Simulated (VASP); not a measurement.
# BN: single point with PBE

BN:

```
B N
1.0
     1.81235   -1.81235    0.00000
     1.81235    0.00000   -1.81235
    10.71350   10.71350   10.71350
B N
6 6
Direct
  0.00000 0.00000 0.26782
  0.33333 0.33333 0.15505
  0.66667 0.66667 0.38060
  0.00000 0.00000 0.60615
  0.33333 0.33333 0.49338
  0.66667 0.66667 0.04227
  0.66667 0.66667 0.29602
  0.00000 0.00000 0.18324
  0.33333 0.33333 0.40879
  0.66667 0.66667 0.63435
  0.00000 0.00000 0.52157
  0.33333 0.33333 0.07046
```

This cell differs from its parent crystal: the distance across one plane changed.

```
Program                : VASP 6.6.1
Task                   : single point
Functional             : PBE
Potentials or basis    : VASP PAW PBE potentials, release 64 (B, N)
Cutoff                 : 520 eV
k mesh                 : 10 × 10 × 2
Occupations            : gaussian, width 0.05 eV
Spin                   : no spin polarisation
Dipole correction      : no
Further INCAR settings : ALGO = Normal; EDIFF = 1e-06; NBANDS = 36
```

```yaml
Pressure: -2.0 GPa
Largest_force: 3.348 eV/Å
Band_gap_on_the_k_mesh: zero (bands 24 and 25 overlap by 0.39 eV)
```

Forces on the atoms (eV/Å):
```
B    0.279  0.279  0.279
B    0.425  0.425  0.425
B    0.298  0.298  0.298
B    1.933  1.933  1.933
B    0.432  0.432  0.432
B    0.427  0.427  0.427
N   -0.281 -0.281 -0.281
N   -0.259 -0.259 -0.259
N   -0.330 -0.330 -0.330
N   -1.448 -1.448 -1.448
N   -0.736 -0.736 -0.736
N   -0.739 -0.739 -0.739
```

Stress tensor (GPa, compression positive):
```
-2.03  1.74  1.74
 1.74 -2.03  1.74
 1.74  1.74 -2.03
```

Levels at points of the mesh, in eV from the Fermi level:
```tsv
k point	band 21	band 22	band 23	band 24	band 25	band 26	band 27	band 28
(0.00, 0.00, 0.00)	-1.61	-0.42	-0.20	0.31	0.31	5.56	6.63	6.63
(0.50, 0.00, 0.00)	-4.03	-3.89	-2.07	-0.05	0.02	3.08	4.35	5.48
(0.00, 0.00, 0.50)	-1.61	-0.43	-0.19	0.31	0.31	5.55	6.63	6.63
(0.50, 0.00, 0.50)	-4.03	-3.89	-2.07	-0.05	0.02	3.08	4.35	5.48
```

Run time: 5 min on 1 thread of Intel(R) Xeon(R) Platinum 8559C (Emerald Rapids) (shared host), peak memory 0.24 GiB.

Caveat: the cell differs from its parent crystal (the distance across one plane changed); semilocal functionals underestimate gaps, and a narrow one can read as zero; forces of over 1 eV/Å act on the atoms, so gaps and moduli don't describe the material at rest.
